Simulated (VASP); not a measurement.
A run of VASP 6.6.1 is set up as follows.

The input INCAR:

```
SYSTEM = Be
ALGO = Normal
EDIFF = 1E-6
ENCUT = 520
GGA = PE
ISIF = 2
ISMEAR = -1
LASPH = .TRUE.
LCHARG = .FALSE.
LREAL = .FALSE.
LWAVE = .FALSE.
NBANDS = 9
NELM = 100
PREC = Accurate
SIGMA = 0.08
```

KPOINTS

```
k-points
0
G
  20 20 11
  0 0 0
```

File POSCAR:

```
Be
1.0
    2.2049948215      0.0000000000      0.0000000000
   -1.1024974108      1.9095815306      0.0000000000
    0.0000000000      0.0000000000      3.4730632079
Be
2
Direct
    0.3333333333      0.6666666667      0.2500000000
    0.6666666667      0.3333333333      0.7500000000
```

Potentials or basis: VASP PAW PBE potentials, release 64 (Be).

Run with:

```bash
$ cat potpaw_PBE.64/Be/POTCAR > POTCAR
$ mpirun -np 1 vasp_std > vasp.out
```

**Question.** Estimate the band gap on the k mesh.

**Answer.** Zero (bands 2 and 3 overlap by 1.48 eV).

**Question.** Predict the pressure.

**Answer.** 11.2 GPa.

Caveat: the cell stands under pressure.
